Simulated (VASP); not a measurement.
Here is a VASP 6.6.1 calculation.

Contents of INCAR:

```
SYSTEM = Ga2O3
PREC = Accurate
ENCUT = 600
EDIFF = 1E-6
ISMEAR = -1
SIGMA = 0.05
LREAL = .False.
LASPH = .True.
NELM = 100
ALGO = Normal
ISIF = 3
LWAVE = .False.
LCHARG = .False.
GGA = PE
IBRION = 2
NSW = 80
EDIFFG = -0.02
```

The input KPOINTS:

```
Automatic mesh
0
Gamma
  7 7 4
  0 0 0
```

The input POSCAR:

```
Ga2O3
1.0
    6.1070000000     -1.5185500000      0.0000000000
    6.1070000000      1.5185500000      0.0000000000
   -1.3859888959      0.0000000000      5.6300087380
Ga O
4 6
Direct
    0.3413400000      0.3413400000      0.6859800000
    0.6586600000      0.6586600000      0.3140200000
    0.9095000000      0.9095000000      0.2054000000
    0.0905000000      0.0905000000      0.7946000000
    0.5041000000      0.5041000000      0.7434000000
    0.4959000000      0.4959000000      0.2566000000
    0.8267000000      0.8267000000      0.4368000000
    0.1733000000      0.1733000000      0.5632000000
    0.8355000000      0.8355000000      0.8902000000
    0.1645000000      0.1645000000      0.1098000000
```

Potentials or basis: VASP PAW PBE potentials, release 64 (Ga_d, O).

The run is started by

```bash
$ cat potpaw_PBE.64/Ga_d/POTCAR potpaw_PBE.64/O/POTCAR > POTCAR
$ mpirun -np 1 vasp_std > vasp.out
```

(1) Predict the relaxed cell.

(2) Predict the relaxed volume.

(3) What does it give for the band gap on the k mesh?

(4) What does it give for the space group after relaxing (to 0.1 Å)?

Answers

(1) a = 6.415 Å, b = 6.415 Å, c = 5.882 Å, α = 103.27°, β = 103.27°, γ = 27.84°.

(2) 10.98 Å³/atom.

(3) 1.99 eV (least direct gap 2.00 eV).

(4) C2/m (No. 12).

Caveat: an odd mesh through Γ misses points on the zone boundary, where band edges can lie.
